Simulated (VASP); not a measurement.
# SnP5 (P6/mmm) in VASP: a series of runs

The runs below take SnP5 through single point, relaxation of cell and atoms, with PBE.

Program: VASP 6.6.1. These are calculated values, not measurements. Logs are shortened: lines on timing, memory, paths and dates and some standing lists are left out, and cuts for length are marked.

### Step 1. The cell of the first run

The structure is hexagonal, space group P6/mmm (No. 191). Conventional cell: a = 5.353 Å, b = 5.353 Å, c = 4.173 Å, α = 90.00°, β = 90.00°, γ = 120.00°. Sn (site symmetry 6/mmm) has 18 P at 3.09 to 3.39 Å and 2 Sn at 4.17 Å within 4.2 Å. P (site symmetry mmm) has 8 P at 2.60 to 2.68 Å and 4 Sn at 3.39 Å within 3.4 Å. P (site symmetry -6m2) has 9 P at 2.60 to 3.09 Å and 3 Sn at 3.09 Å within 3.4 Å.

The cell was generated, and may not be a known phase.

### Step 2. Single point, PBE

INCAR reads:

```
PREC = Accurate
ENCUT = 500
EDIFF = 1E-6
ISMEAR = 0
SIGMA = 0.1
LREAL = False
LASPH = True
NELM = 120
ALGO = Normal
ISIF = 2
LWAVE = False
LCHARG = True
GGA = PE
LELF = True
LVHAR = True
NBANDS = 28
GGA_COMPAT = False
```

KPOINTS reads:

```
regular mesh
0
Gamma
  6 6 4
```

POSCAR reads:

```
SnP5
1.0
    5.3531149943     -0.0000000028      0.0000000000
   -2.6765574947      4.6359335758      0.0000000000
    0.0000000000      0.0000000000      4.1729781747
Sn P
1 5
Direct
    0.0000000000      0.0000000000      0.0000000000
    0.5000000000      0.0000000000      0.5000000000
    0.5000000000      0.5000000000      0.5000000000
    0.0000000000      0.5000000000      0.5000000000
    0.3333333333      0.6666666667      0.0000000000
    0.6666666667      0.3333333333      0.0000000000
```

Potentials or basis: VASP PAW PBE potentials, release 64 (Sn_d, P).

The run is started by

```bash
> cat potpaw_PBE.64/Sn_d/POTCAR potpaw_PBE.64/P/POTCAR > POTCAR
> mpirun -np 1 vasp_std > vasp.out
```

OUTCAR:

```text
PREC = Accurate
   ENCUT = 500
   EDIFF = 1E-6
   ISMEAR = 0
   LREAL = False
   LASPH = True
   NELM = 120
   ISIF = 2
   GGA = PE

 ion  position               nearest neighbor table
   1  0.000  0.000  0.000-   5 3.09   6 3.09   5 3.09   6 3.09   6 3.09   5 3.09
   2  0.500  0.000  0.500-   5 2.60   6 2.60   5 2.60   6 2.60   3 2.68   3 2.68   4 2.68   4 2.68

   3  0.500  0.500  0.500-   5 2.60   6 2.60   5 2.60   6 2.60   2 2.68   2 2.68   4 2.68   4 2.68

   4  0.000  0.500  0.500-   5 2.60   6 2.60   5 2.60   6 2.60   2 2.68   2 2.68   3 2.68   3 2.68

   5  0.333  0.667  0.000-   2 2.60   2 2.60   4 2.60   4 2.60   3 2.60   3 2.60   1 3.09   1 3.09
                             1 3.09
   6  0.667  0.333  0.000-   2 2.60   2 2.60   4 2.60   4 2.60   3 2.60   3 2.60   1 3.09   1 3.09
                             1 3.09

  LATTYP: Found a hexagonal cell.
 ALAT       =     5.3531149943
 C/A-ratio  =     0.7795420384

  Lattice vectors:

 A1 = (   5.3531149943,  -0.0000000028,   0.0000000000)
 A2 = (  -2.6765574947,   4.6359335758,   0.0000000000)
 A3 = (   0.0000000000,   0.0000000000,   4.1729781747)

Analysis of symmetry for initial positions (statically):
=====================================================================
 Subroutine PRICEL returns:
 Original cell was already a primitive cell.

 Routine SETGRP: Setting up the symmetry group for a
 hexagonal supercell.

 Subroutine GETGRP returns: Found 24 space group operations
 (whereof 24 operations were pure point group operations)
 out of a pool of 24 trial point group operations.

The static configuration has the point symmetry D_6h.

Analysis of symmetry for dynamics (positions and initial velocities):
=====================================================================
 Subroutine PRICEL returns:
 Original cell was already a primitive cell.

 Routine SETGRP: Setting up the symmetry group for a
 hexagonal supercell.

 Subroutine GETGRP returns: Found 24 space group operations
 (whereof 24 operations were pure point group operations)
 out of a pool of 24 trial point group operations.

The dynamic configuration has the point symmetry D_6h.

 Subroutine INISYM returns: Found 24 space group operations
 (whereof 24 operations are pure point group operations),
 and found     1 'primitive' translations

----------------------------------------------------------------------------------------

                                     Primitive cell

  volume of cell :     103.5595

  direct lattice vectors                    reciprocal lattice vectors
     5.353114994 -0.000000003  0.000000000     0.186807121  0.107853141  0.000000000
    -2.676557495  4.635933576  0.000000000     0.000000000  0.215706283  0.000000000
     0.000000000  0.000000000  4.172978175     0.000000000  0.000000000  0.239637007

  length of vectors
     5.353114994  5.353114994  4.172978175     0.215706283  0.215706283  0.239637007

  position of ions in fractional coordinates (direct lattice)
     0.000000000  0.000000000  0.000000000
     0.500000000  0.000000000  0.500000000
     0.500000000  0.500000000  0.500000000
     0.000000000  0.500000000  0.500000000
     0.333333333  0.666666667  0.000000000
     0.666666667  0.333333333  0.000000000

  ion indices of the primitive-cell ions
   primitive index   ion index
                 1           1
                 2           2
                 3           3
                 4           4
                 5           5
                 6           6

----------------------------------------------------------------------------------------

 KPOINTS: regular mesh

Automatic generation of k-mesh.
 Grid dimensions read from file:
 generate k-points for:    6    6    4

 Generating k-lattice:

  Cartesian coordinates                     Fractional coordinates (reciprocal lattice)
     0.031134520  0.017975524  0.000000000     0.166666667  0.000000000  0.000000000
     0.000000000  0.035951047  0.000000000     0.000000000  0.166666667  0.000000000
     0.000000000  0.000000000  0.059909252     0.000000000  0.000000000  0.250000000

  Length of vectors
     0.035951047  0.035951047  0.059909252

  Shift w.r.t. Gamma in fractional coordinates (k-lattice)
     0.000000000  0.000000000  0.000000000

 Subroutine IBZKPT returns following result:
 ===========================================

 Found     21 irreducible k-points:

 Following reciprocal coordinates:
            Coordinates               Weight
  0.000000  0.000000  0.000000      1.000000
  0.166667  0.000000  0.000000      6.000000
  0.333333  0.000000  0.000000      6.000000
  0.500000  0.000000  0.000000      3.000000
  0.166667  0.166667  0.000000      6.000000
  0.333333  0.166667  0.000000     12.000000
[... 13 lines left out ...]
  0.333333  0.166667  0.500000     12.000000
  0.333333  0.333333  0.500000      2.000000
   k-points           NKPTS =     21   k-points in BZ     NKDIM =     21   number of bands    NBANDS=     28
   number of dos      NEDOS =    301   number of ions     NIONS =      6
   total plane-waves  NPLWV =  48000
   dimension x,y,z NGX =    40 NGY =   40 NGZ =   30
   dimension x,y,z NGXF=    80 NGYF=   80 NGZF=   60
   ions per type =               1   5
   NGX,Y,Z   is equivalent  to a cutoff of  12.42, 12.42, 11.95 a.u.
   NGXF,Y,Z  is equivalent  to a cutoff of  24.84, 24.84, 23.90 a.u.
 SYSTEM =  unknown system
   PREC   = accura    normal or accurate (medium, high low for compatibility)
   ISTART =      0    job   : 0-new  1-cont  2-samecut
   ICHARG =      2    charge: 1-file 2-atom 10-const
   ISPIN  =      1    spin polarized calculation?
   LNONCOLLINEAR =      F non collinear calculations
   LSORBIT =      F    spin-orbit coupling
   LASPH  =      T    aspherical Exc in radial PAW
   ENCUT  =  500.0 eV  36.75 Ry    6.06 a.u.   9.76  9.76  7.61*2*pi/ulx,y,z
   NELM   =    120;   NELMIN=  2; NELMDL= -5     # of ELM steps
   EDIFF  = 0.1E-05   stopping-criterion for ELM
   LREAL  =      F    real-space projection
   EDIFFG = 0.1E-04   stopping-criterion for IOM
   NSW    =      0    number of steps for IOM
   IBRION =     -1    ionic relax: 0-MD 1-quasi-New 2-CG
   NFREE  =      0    steps in history (QN), initial steepest desc. (CG)
   ISIF   =      2    stress and relaxation
   ISYM   =      2    0-nonsym 1-usesym 2-fastsym
   POTIM  = 0.5000    time-step for ionic-motion
   TEBEG  =    0.0;   TEEND  =   0.0 temperature during run
   PSTRESS=    0.0 pullay stress
   NELECT =      39.0000    total number of electrons
   NUPDOWN=      -1.0000    fix difference up-down
   EMIN   =  10.00;   EMAX   =-10.00  energy-range for DOS
   EFERMI =   0.00;   METHOD = LEGACY
   ISMEAR =     0;   SIGMA  =   0.10  broadening in eV -4-tet -1-fermi 0-gaus
   EFERMI_NEDOS =   21; number of points for ismear=-14 and -15
   IALGO  =     38    algorithm
   IMIX   =      4    mixing-type and parameters
     AMIX     =   0.40;   BMIX     =  1.00
     AMIX_MAG =   1.60;   BMIX_MAG =  1.00
  volume/ion in A,a.u.               =      17.26       116.48
  Fermi-wavevector in a.u.,A,eV,Ry     =   1.182224  2.234079 19.016228  1.397653
  Thomas-Fermi vector in A             =   2.318482
   LORBIT       =      0    0 simple, 1 ext, 2 COOP (PROOUT), +10 PAW based schemes
   GGA     = PE    functional components
   LHFCALC =     F    Hartree Fock is set to
   AEXX    =    0.0000 exact exchange contribution
   IVDW    =     0    specifies the selected vdW correction
   LEPSILON=     F    determine dielectric tensor
   LRPA    =     F    only Hartree local field effects (RPA)
 non-spin polarized calculation
 Gauss-broadening in eV      SIGMA  =   0.10
  energy-cutoff  :      500.00
  volume of cell :      103.56
 maximum number of plane-waves:      2652
 NGX is ok and might be reduce to    40
   NGX = 19   NGY = 19   NGZ = 15

 number of electron      38.9999994 magnetization

 Free energy of the ion-electron system (eV)
  ---------------------------------------------------
  ext. energy  EPLUGINS =         0.00000000
  ---------------------------------------------------
  free energy    TOTEN  =       -27.02025545 eV

  energy without entropy =      -27.00178378  energy(sigma->0) =      -27.01101962

 E-fermi :   8.7531     XC(G=0): -10.9565

 val. band max:        8.7299241901   @ k =   0.3333   0.0000   0.2500
 cond. band min:       8.7817123906   @ k =   0.3333   0.0000   0.5000
 fundamental gap:      0.0517882006
 Fermi energy:         8.7530913666

 k-point     1 :       0.0000    0.0000    0.0000
  band No.  band energies     occupation
      1     -13.0392      2.00000
      2     -13.0113      2.00000
      3     -13.0113      2.00000
      4     -12.9783      2.00000
      5     -12.9783      2.00000
      6      -6.7253      2.00000
[... 20 lines left out ...]
     27      13.5015      0.00000
     28      13.5073      0.00000

 k-point     2 :       0.1667    0.0000    0.0000
  band No.  band energies     occupation
      1     -13.0387      2.00000
      2     -13.0116      2.00000
      3     -13.0114      2.00000
      4     -12.9787      2.00000
      5     -12.9776      2.00000
      6      -6.5749      2.00000
[... 20 lines left out ...]
     27      13.8665      0.00000
     28      14.5638      0.00000

 k-point     3 :       0.3333    0.0000    0.0000
  band No.  band energies     occupation
      1     -13.0377      2.00000
      2     -13.0119      2.00000
      3     -13.0115      2.00000
      4     -12.9793      2.00000
      5     -12.9762      2.00000
      6      -6.1514      2.00000
[... 20 lines left out ...]
     27      12.9676      0.00000
     28      14.4861      0.00000

 k-point     4 :       0.5000    0.0000    0.0000
  band No.  band energies     occupation
      1     -13.0372      2.00000
      2     -13.0122      2.00000
      3     -13.0115      2.00000
      4     -12.9797      2.00000
      5     -12.9754      2.00000
      6      -5.7484      2.00000
[... 20 lines left out ...]
     27      12.9785      0.00000
     28      13.2387      0.00000

 k-point     5 :       0.1667    0.1667    0.0000
  band No.  band energies     occupation
      1     -13.0379      2.00000
      2     -13.0118      2.00000
      3     -13.0115      2.00000
      4     -12.9789      2.00000
      5     -12.9768      2.00000
      6      -6.2839      2.00000
[... 20 lines left out ...]
     27      13.6831      0.00000
     28      14.6284      0.00000

 k-point     6 :       0.3333    0.1667    0.0000
  band No.  band energies     occupation
      1     -13.0372      2.00000
      2     -13.0120      2.00000
      3     -13.0116      2.00000
      4     -12.9790      2.00000
      5     -12.9762      2.00000
      6      -5.7764      2.00000
[... 370 lines left out ...]
      5     -12.9748      2.00000
      6      -4.1684      2.00000
[... 20 lines left out ...]
     27      12.3646      0.00000
     28      13.0487      0.00000

 k-point    19 :       0.1667    0.1667    0.5000
  band No.  band energies     occupation
      1     -13.0220      2.00000
      2     -13.0185      2.00000
      3     -13.0177      2.00000
      4     -12.9777      2.00000
      5     -12.9759      2.00000
      6      -4.6925      2.00000
[... 20 lines left out ...]
     27      12.7814      0.00000
     28      13.7597      0.00000

 k-point    20 :       0.3333    0.1667    0.5000
  band No.  band energies     occupation
      1     -13.0211      2.00000
      2     -13.0191      2.00000
      3     -13.0180      2.00000
      4     -12.9777      2.00000
      5     -12.9754      2.00000
      6      -4.1932      2.00000
[... 20 lines left out ...]
     27      12.3305      0.00000
     28      12.9699      0.00000

 k-point    21 :       0.3333    0.3333    0.5000
  band No.  band energies     occupation
      1     -13.0208      2.00000
      2     -13.0187      2.00000
      3     -13.0187      2.00000
      4     -12.9765      2.00000
      5     -12.9765      2.00000
      6      -3.6540      2.00000
[... 20 lines left out ...]
     27      12.8739      0.00000
     28      12.8753      0.00000

------------------------ aborting loop because EDIFF is reached ----------------------------------------

  FORCE on cell =-STRESS in cart. coord.  units (eV):
  Direction    XX          YY          ZZ          XY          YZ          ZX
  --------------------------------------------------------------------------------------
  -------------------------------------------------------------------------------------
  Total       -0.0937113     -0.0937113     -0.0314802     -0.0000000      0.0000000      0.0000000
  in kB       -1.4498147     -1.4498147     -0.4870334     -0.0000000      0.0000000      0.0000000
  external PRESSURE =      -1.1288876 kB  Pullay stress =       0.0000000 kB

 VOLUME and BASIS-vectors are now :
 -----------------------------------------------------------------------------
  energy-cutoff  :      500.00
  volume of cell :      103.56
      direct lattice vectors                 reciprocal lattice vectors
     5.353114994 -0.000000003  0.000000000     0.186807121  0.107853141  0.000000000
    -2.676557495  4.635933576  0.000000000     0.000000000  0.215706283  0.000000000
     0.000000000  0.000000000  4.172978175     0.000000000  0.000000000  0.239637007

 POSITION                                       TOTAL-FORCE (eV/Angst)
 -----------------------------------------------------------------------------------
      0.00000      0.00000      0.00000         0.000000     -0.000000      0.000000
      2.67656     -0.00000      2.08649         0.000000     -0.000000      0.000000
      1.33828      2.31797      2.08649         0.000000     -0.000000      0.000000
     -1.33828      2.31797      2.08649         0.000000     -0.000000      0.000000
      0.00000      3.09062      0.00000        -0.000000      0.000000     -0.000000
      2.67656      1.54531      0.00000         0.000000     -0.000000      0.000000
 -----------------------------------------------------------------------------------
    total drift:                                0.000000     -0.000000      0.000000

  FREE ENERGIE OF THE ION-ELECTRON SYSTEM (eV)
  ---------------------------------------------------
  free  energy   TOTEN  =       -27.0202554532 eV

  energy  without entropy=      -27.0017837786  energy(sigma->0) =      -27.01101962
```

Wall time 91 s (1 thread of Intel Xeon 8259CL, shared host); peak memory 0.19 GiB.

Results:

| Property | Result |
| --- | --- |
| Free energy | -27.0203 eV |
| Pressure | -0.1 GPa |
| Band gap on the k mesh | zero (an odd number of electrons rules out a gap without spin polarisation) |

Caveat: the k points lie up to 0.38 Å⁻¹ apart, too coarse for converged energies and pressures of a metal; spin-orbit coupling is left out, which moves the levels of the heavy elements; an odd number of electrons without spin polarisation forces a metal; a magnetic or distorted state may lie lower.

### Step 3. Single point, PBE

This run uses another cell than the first one, of 19.43 Å³/atom.

INCAR reads:

```
SYSTEM = SnP5
  PREC = Accurate
  ENCUT = 500
  EDIFF = 1E-6
  ISMEAR = 0
  SIGMA = 0.1
  LREAL = .False.
  LASPH = .True.
  NELM = 120
  ALGO = Normal
  ISIF = 2
  LWAVE = .False.
  LCHARG = .False.
  GGA = PE
  NBANDS = 28
  GGA_COMPAT = .False.
```

KPOINTS reads:

```
regular mesh
0
Gamma
  6 6 4
  0 0 0
```

POSCAR reads:

```
SnP5
1.0
    5.5403905700      0.0000000000      0.0000000000
   -2.7701952800      4.7981189800      0.0000000000
    0.0000000000      0.0000000000      4.3859385400
Sn P
1 5
Direct
    0.0000000000      0.0000000000      0.0000000000
    0.5000000000      0.0000000000      0.5000000000
    0.5000000000      0.5000000000      0.5000000000
    0.0000000000      0.5000000000      0.5000000000
    0.3333333300      0.6666666700      0.0000000000
    0.6666666700      0.3333333300      0.0000000000
```

Potentials or basis: VASP PAW PBE potentials, release 64 (Sn_d, P).

The run is started by

```bash
> cat potpaw_PBE.64/Sn_d/POTCAR potpaw_PBE.64/P/POTCAR > POTCAR
> mpirun -np 1 vasp_std > vasp.out
```

Run time: 89 s. Hardware: 1 thread of Intel Xeon 8259CL, shared host; peak memory 0.2 GiB.

The run converged. Its results:

- Free energy: -26.6706 eV
- Pressure: -7.4 GPa
- Band gap on the k mesh: zero (an odd number of electrons rules out a gap without spin polarisation)

Stress tensor (GPa, compression positive):
```
 -6.01   0.00   0.00
  0.00  -6.01   0.00
  0.00   0.00 -10.05
```

Levels at points of the mesh, in eV from the Fermi level:
```
           k point  band 16  band 17  band 18  band 19  band 20  band 21  band 22  band 23  band 24  band 25
(0.00, 0.00, 0.00)    -2.16    -1.37    -1.37    -1.12    -1.12     0.39     0.39     2.19     2.58     2.58
(0.50, 0.00, 0.00)    -2.76    -2.22    -1.42    -1.29    -1.21     0.40     0.84     1.57     2.08     2.31
(0.00, 0.00, 0.50)    -3.80    -2.75    -2.75    -1.00     0.96     1.11     3.18     3.70     3.95     3.95
(0.50, 0.00, 0.50)    -2.01    -1.77    -1.14    -1.02    -0.01     0.99     2.02     2.13     2.13     2.61
```

Caveat: the cell stands under tension; spin-orbit coupling is left out, which moves the levels of the heavy elements; an odd number of electrons without spin polarisation forces a metal; a magnetic or distorted state may lie lower.

(Part 1 of 2 ends here.)

The gap in the log of VASP goes by the Fermi energy; the results here count the filled bands.